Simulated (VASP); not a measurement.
# Bi2S3 (Pnma) in VASP: single point with PBE

Aim: the single point of Bi2S3 with PBE.

Everything below comes from runs of VASP 6.6.1. Logs are shortened: lines on timing, memory, paths and dates and some standing lists are left out, and cuts for length are marked.

### 1 The cell of the first run

The structure is orthorhombic, space group Pnma (No. 62). Conventional cell: a = 11.136 Å, b = 3.957 Å, c = 11.035 Å, α = 90.00°, β = 90.00°, γ = 90.00°. Bi (site symmetry m) has 7 S at 2.70 to 3.22 Å within 3.6 Å. Within 3.5 Å of Bi (site symmetry m) lie 7 S at 2.64 to 3.22 Å. S (site symmetry m) has 5 Bi at 2.64 to 2.99 Å within 3.5 Å. S (site symmetry m) has 5 Bi at 2.70 to 3.22 Å and 6 S at 3.29 to 3.73 Å within 3.8 Å. S (site symmetry m) has 5 Bi at 2.74 to 3.93 Å and 10 S at 3.29 to 4.04 Å within 4.1 Å.

### 2 Single point, PBE

Input file INCAR:

```
SYSTEM = Bi2S3
ALGO = Normal ; EDIFF = 1E-6
ENCUT = 520 ; GGA = PE
ISIF = 2 ; ISMEAR = -1
LASPH = .TRUE. ; LCHARG = .FALSE.
LREAL = Auto ; LWAVE = .FALSE.
NBANDS = 112 ; NELM = 80
PREC = Accurate ; SIGMA = 0.02
```

Input file KPOINTS:

```
k-points
0
G
  3 7 3
  0 0 0
```

Input file POSCAR:

```
Bi2S3
1.0
   11.1360000000      0.0000000000      0.0000000000
    0.0000000000      3.9574000000      0.0000000000
    0.0000000000      0.0000000000     11.0350000000
Bi S
8 12
Direct
    0.0067365439      0.2500000000      0.6753126450
    0.4932634561      0.7500000000      0.1753126450
    0.5067365439      0.2500000000      0.8246873550
    0.9932634561      0.7500000000      0.3246873550
    0.3338063896      0.2500000000      0.4685700780
    0.1661936104      0.7500000000      0.9685700780
    0.8338063896      0.2500000000      0.0314299220
    0.6661936104      0.7500000000      0.5314299220
    0.0502728868      0.2500000000      0.1297238040
    0.4497271132      0.7500000000      0.6297238040
    0.5502728868      0.2500000000      0.3702761960
    0.9497271132      0.7500000000      0.8702761960
    0.3771071410      0.2500000000      0.0566354963
    0.1228928590      0.7500000000      0.5566354963
    0.8771071410      0.2500000000      0.4433645037
    0.6228928590      0.7500000000      0.9433645037
    0.2184916144      0.2500000000      0.8048593629
    0.2815083856      0.7500000000      0.3048593629
    0.7184916144      0.2500000000      0.6951406371
    0.7815083856      0.7500000000      0.1951406371
```

Potentials or basis: VASP PAW PBE potentials, release 64 (Bi_d, S).

On the command line:

```bash
$ cat potpaw_PBE.64/Bi_d/POTCAR potpaw_PBE.64/S/POTCAR > POTCAR
$ mpirun -np 1 vasp_std > vasp.out
```

OUTCAR:

```text
SYSTEM = Bi2S3
   EDIFF = 1E-6
   ENCUT = 520
   GGA = PE
   ISIF = 2
   ISMEAR = -1
   LASPH = .TRUE.
   LREAL = Auto
   NELM = 80
   PREC = Accurate

 ion  position               nearest neighbor table
   1  0.007  0.250  0.675-  14 2.70  14 2.70  17 2.76  15 2.94  12 2.99  12 2.99  19 3.22
   2  0.493  0.750  0.175-  13 2.70  13 2.70  18 2.76  16 2.94  11 2.99  11 2.99  20 3.22
   3  0.507  0.250  0.825-  16 2.70  16 2.70  19 2.76  13 2.94  10 2.99  10 2.99  17 3.22
   4  0.993  0.750  0.325-  15 2.70  15 2.70  20 2.76  14 2.94   9 2.99   9 2.99  18 3.22
   5  0.334  0.250  0.469-  11 2.64  18 2.74  18 2.74  10 2.96  10 2.96  14 3.22  14 3.22
   6  0.166  0.750  0.969-  12 2.64  17 2.74  17 2.74   9 2.96   9 2.96  13 3.22  13 3.22
   7  0.834  0.250  0.031-   9 2.64  20 2.74  20 2.74  12 2.96  12 2.96  16 3.22  16 3.22
   8  0.666  0.750  0.531-  10 2.64  19 2.74  19 2.74  11 2.96  11 2.96  15 3.22  15 3.22
   9  0.050  0.250  0.130-   7 2.64   6 2.96   6 2.96   4 2.99   4 2.99
  10  0.450  0.750  0.630-   8 2.64   5 2.96   5 2.96   3 2.99   3 2.99
  11  0.550  0.250  0.370-   5 2.64   8 2.96   8 2.96   2 2.99   2 2.99
  12  0.950  0.750  0.870-   6 2.64   7 2.96   7 2.96   1 2.99   1 2.99
  13  0.377  0.250  0.057-   2 2.70   2 2.70   3 2.94   6 3.22   6 3.22
  14  0.123  0.750  0.557-   1 2.70   1 2.70   4 2.94   5 3.22   5 3.22
  15  0.877  0.250  0.443-   4 2.70   4 2.70   1 2.94   8 3.22   8 3.22
  16  0.623  0.750  0.943-   3 2.70   3 2.70   2 2.94   7 3.22   7 3.22
  17  0.218  0.250  0.805-   6 2.74   6 2.74   1 2.76   3 3.22
  18  0.282  0.750  0.305-   5 2.74   5 2.74   2 2.76   4 3.22
  19  0.718  0.250  0.695-   8 2.74   8 2.74   3 2.76   1 3.22
  20  0.782  0.750  0.195-   7 2.74   7 2.74   4 2.76   2 3.22

  LATTYP: Found a simple orthorhombic cell.
 ALAT       =     3.9574000000
 B/A-ratio  =     2.7884469601
 C/A-ratio  =     2.8139687674

  Lattice vectors:

 A1 = (   0.0000000000,   3.9574000000,   0.0000000000)
 A2 = (   0.0000000000,   0.0000000000,  11.0350000000)
 A3 = (  11.1360000000,   0.0000000000,   0.0000000000)

Analysis of symmetry for initial positions (statically):
=====================================================================
 Subroutine PRICEL returns:
 Original cell was already a primitive cell.

 Routine SETGRP: Setting up the symmetry group for a
 simple orthorhombic supercell.

 Subroutine GETGRP returns: Found  8 space group operations
 (whereof  2 operations were pure point group operations)
 out of a pool of  8 trial point group operations.

The static configuration has the point symmetry S_2 .
 The point group associated with its full space group is D_2h.

[... 147 lines left out ...]
   ISYM   =      2    0-nonsym 1-usesym 2-fastsym
   POTIM  = 0.5000    time-step for ionic-motion
   TEBEG  =    0.0;   TEEND  =   0.0 temperature during run
   PSTRESS=    0.0 pullay stress
   NELECT =     192.0000    total number of electrons
   NUPDOWN=      -1.0000    fix difference up-down
   EMIN   =  10.00;   EMAX   =-10.00  energy-range for DOS
   EFERMI =   0.00;   METHOD = LEGACY
   ISMEAR =    -1;   SIGMA  =   0.02  broadening in eV -4-tet -1-fermi 0-gaus
   EFERMI_NEDOS =   21; number of points for ismear=-14 and -15
   IALGO  =     38    algorithm
   IMIX   =      4    mixing-type and parameters
     AMIX     =   0.40;   BMIX     =  1.00
     AMIX_MAG =   1.60;   BMIX_MAG =  1.00
  volume/ion in A,a.u.               =      24.32       164.09
  Fermi-wavevector in a.u.,A,eV,Ry     =   1.200986  2.269535 19.624611  1.442368
  Thomas-Fermi vector in A             =   2.336807
   LORBIT       =      0    0 simple, 1 ext, 2 COOP (PROOUT), +10 PAW based schemes
   GGA     = PE    functional components
   LHFCALC =     F    Hartree Fock is set to
   AEXX    =    0.0000 exact exchange contribution
   IVDW    =     0    specifies the selected vdW correction
   LEPSILON=     F    determine dielectric tensor
   LRPA    =     F    only Hartree local field effects (RPA)
 non-spin polarized calculation
  energy-cutoff  :      520.00
  volume of cell :      486.31
 maximum number of plane-waves:     13129
 NGX is ok and might be reduce to    84
   NGX = 41   NGY = 15   NGZ = 41

 number of electron     192.0000026 magnetization

 Free energy of the ion-electron system (eV)
  ---------------------------------------------------
  ext. energy  EPLUGINS =         0.00000000
  ---------------------------------------------------
  free energy    TOTEN  =       -87.31713729 eV

  energy without entropy =      -87.31713729  energy(sigma->0) =      -87.31713729

 E-fermi :   6.1030     XC(G=0):  -9.8875

 val. band max:        5.6451731304   @ k =   0.3333   0.0000   0.0000
 cond. band min:       6.8817306483   @ k =   0.0000   0.0000   0.0000
 fundamental gap:      1.2365575179
 Fermi energy:         6.1029780380

 k-point     1 :       0.0000    0.0000    0.0000
  band No.  band energies     occupation
      1     -16.9632      2.00000
      2     -16.9612      2.00000
      3     -16.9577      2.00000
      4     -16.9575      2.00000
      5     -16.9523      2.00000
      6     -16.9501      2.00000
[... 1765 lines left out ...]
    107       9.2629      0.00000
    108       9.4014      0.00000
 [bands above 108 left out]

------------------------ aborting loop because EDIFF is reached ----------------------------------------

  FORCE on cell =-STRESS in cart. coord.  units (eV):
  Direction    XX          YY          ZZ          XY          YZ          ZX
  --------------------------------------------------------------------------------------
  -------------------------------------------------------------------------------------
  Total        7.9849479      8.6512435      6.9601855      0.0000000     -0.0000000      0.0000000
  in kB       26.3069899     28.5021491     22.9308359      0.0000000     -0.0000000      0.0000000
  external PRESSURE =      25.9133250 kB  Pullay stress =       0.0000000 kB

 VOLUME and BASIS-vectors are now :
 -----------------------------------------------------------------------------
  energy-cutoff  :      520.00
  volume of cell :      486.31
      direct lattice vectors                 reciprocal lattice vectors
    11.136000000  0.000000000  0.000000000     0.089798851  0.000000000  0.000000000
     0.000000000  3.957400000  0.000000000     0.000000000  0.252691161  0.000000000
     0.000000000  0.000000000 11.035000000     0.000000000  0.000000000  0.090620752

 POSITION                                       TOTAL-FORCE (eV/Angst)
 -----------------------------------------------------------------------------------
      0.07502      0.98935      7.45208         0.014041     -0.000000      0.008137
      5.49298      2.96805      1.93458        -0.014041     -0.000000      0.008137
      5.64302      0.98935      9.10042         0.014041      0.000000     -0.008137
     11.06098      2.96805      3.58292        -0.014041      0.000000     -0.008137
      3.71727      0.98935      5.17067         0.000542      0.000000      0.014219
      1.85073      2.96805     10.68817        -0.000542     -0.000000      0.014219
[... 12 lines left out ...]
      8.00112      0.98935      7.67088         0.003972     -0.000000      0.000827
      8.70288      2.96805      2.15338        -0.003972     -0.000000      0.000827
 -----------------------------------------------------------------------------------
    total drift:                                0.000000      0.000000     -0.000000

  FREE ENERGIE OF THE ION-ELECTRON SYSTEM (eV)
  ---------------------------------------------------
  free  energy   TOTEN  =       -87.3171372921 eV

  energy  without entropy=      -87.3171372921  energy(sigma->0) =      -87.31713729
```

OSZICAR:

```text
N       E                     dE             d eps       ncg     rms          rms(c)
DAV:   1     0.236818789457E+04    0.23682E+04   -0.88607E+04  3584   0.187E+03
DAV:   2     0.337628317390E+03   -0.20306E+04   -0.19835E+04  3656   0.513E+02
DAV:   3    -0.558471075920E+02   -0.39348E+03   -0.37312E+03  4216   0.226E+02
DAV:   4    -0.913105674988E+02   -0.35463E+02   -0.34593E+02  4280   0.624E+01
DAV:   5    -0.930703797235E+02   -0.17598E+01   -0.17458E+01  4816   0.137E+01    0.172E+01
DAV:   6    -0.872144174337E+02    0.58560E+01   -0.14693E+01  4728   0.116E+01    0.122E+01
DAV:   7    -0.873144078560E+02   -0.99990E-01   -0.32477E+00  4864   0.385E+00    0.625E+00
DAV:   8    -0.873244403326E+02   -0.10032E-01   -0.36722E-01  4608   0.263E+00    0.109E+00
DAV:   9    -0.873153965596E+02    0.90438E-02   -0.60644E-02  4656   0.938E-01    0.483E-01
DAV:  10    -0.873163042315E+02   -0.90767E-03   -0.10224E-02  4456   0.288E-01    0.236E-01
DAV:  11    -0.873170260025E+02   -0.72177E-03   -0.81093E-04  4360   0.121E-01    0.141E-01
DAV:  12    -0.873170868691E+02   -0.60867E-04   -0.34103E-04  4440   0.719E-02    0.345E-02
DAV:  13    -0.873171300461E+02   -0.43177E-04   -0.11638E-04  4200   0.331E-02    0.310E-02
DAV:  14    -0.873171343803E+02   -0.43342E-05   -0.13435E-05  3928   0.111E-02    0.209E-02
DAV:  15    -0.873171376689E+02   -0.32886E-05   -0.53795E-06  3248   0.772E-03    0.103E-02
DAV:  16    -0.873171372921E+02    0.37679E-06   -0.12664E-06  2768   0.435E-03
   1 F= -.87317137E+02 E0= -.87317137E+02  d E =-.365556E-11
```

It took 14 min on 1 thread of AMD EPYC 9R45 (Zen 5), shared host; peak memory 0.76 GiB.

Results:

```
Free energy            : -87.3171 eV
Pressure               : 2.6 GPa
Largest force          : 0.016 eV/Å
Band gap on the k mesh : 1.24 eV (least direct gap 1.35 eV)
```

Forces on the atoms (eV/Å):
```
Bi   0.014  0.000  0.008
Bi  -0.014  0.000  0.008
Bi   0.014  0.000 -0.008
Bi  -0.014  0.000 -0.008
Bi   0.001  0.000  0.014
Bi  -0.001  0.000  0.014
Bi   0.001  0.000 -0.014
Bi  -0.001  0.000 -0.014
S    0.003  0.000 -0.005
S   -0.003  0.000 -0.005
S    0.003  0.000  0.005
S   -0.003  0.000  0.005
S    0.004  0.000  0.003
S   -0.004  0.000  0.003
S    0.004  0.000 -0.003
S   -0.004  0.000 -0.003
S    0.004  0.000 -0.001
S   -0.004  0.000 -0.001
S    0.004  0.000  0.001
S   -0.004  0.000  0.001
```

Stress tensor (GPa, compression positive):
```
2.63 0.00 0.00
0.00 2.85 0.00
0.00 0.00 2.29
```

Levels at points of the mesh, in eV from the valence-band top:
```csv
k point,band 93,band 94,band 95,band 96,band 97,band 98,band 99,band 100
"(0.00, 0.00, 0.00)",-0.25,-0.23,-0.19,-0.12,1.24,1.78,1.85,2.24
```

Caveat: spin-orbit coupling is left out, which moves the levels of the heavy elements; an odd mesh through Γ misses points on the zone boundary, where band edges can lie.
